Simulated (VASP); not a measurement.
Write the native input for VASP 6.6.1 that does the following.

* Task: single point
* Functional: PBE
* Potentials or basis: VASP PAW PBE potentials, release 64 (W_sv, C)
* Cutoff: 520 eV
* k mesh: 6 × 6 × 2
* Occupations: gaussian, width 0.2 eV
* Spin: no spin polarisation
* Dipole correction: no
* Further INCAR settings: ALGO = Normal; EDIFF = 1e-07; NBANDS = 46

The structure of W5C lies in POSCAR:

```
W5C
1.0
    2.8371031521      0.0000000000      0.0000000000
   -1.4185515761      2.4570034029      0.0000000000
    0.0000000000      0.0000000000     12.6039385881
W C
5 1
Direct
    0.0000000000      0.0000000000      0.1131176813
    0.0000000000      0.0000000000      0.8868823187
    0.3333333333      0.6666666667      0.6929180573
    0.3333333333      0.6666666667      0.3070819427
    0.6666666667      0.3333333333      0.5000000000
    0.3333333333      0.6666666667      0.0000000000
```

These files were run (other wordings do the same):

INCAR

```
PREC     = Accurate       # precision mode
ENCUT    = 520            # plane-wave cutoff, eV
EDIFF    = 1E-7           # SCF threshold, eV
ISMEAR   = 0              # smearing method
SIGMA    = 0.2            # smearing width, eV
LREAL    = F              # projectors in reciprocal space
LASPH    = T              # aspherical terms in the spheres
NELM     = 60             # most SCF steps
ALGO     = Normal         # electronic algorithm
ISIF     = 2              # what is computed and relaxed
LWAVE    = F              # write WAVECAR
LCHARG   = F              # write CHGCAR
GGA      = PE             # functional
NBANDS   = 46             # bands
```

KPOINTS

```
Automatic mesh
0
Gamma
  6 6 2
```

Potentials or basis: VASP PAW PBE potentials, release 64 (W_sv, C).

Run with:

```bash
$ cat potpaw_PBE.64/W_sv/POTCAR potpaw_PBE.64/C/POTCAR > POTCAR
$ mpirun -np 1 vasp_std > vasp.out
```

It gave:

```
Pressure               : 0.7 GPa
Largest force          : 0.082 eV/Å
Band gap on the k mesh : zero (band 37 reaches 11.24 eV, above the bottom of band 38 at 10.16 eV)
```

Caveat: the k points lie up to 0.43 Å⁻¹ apart; spin-orbit coupling is left out, which moves the levels of the heavy elements.

It took 47 s on 1 thread of Intel(R) Xeon(R) 6975P-C (Granite Rapids) (shared host), peak memory 0.24 GiB.
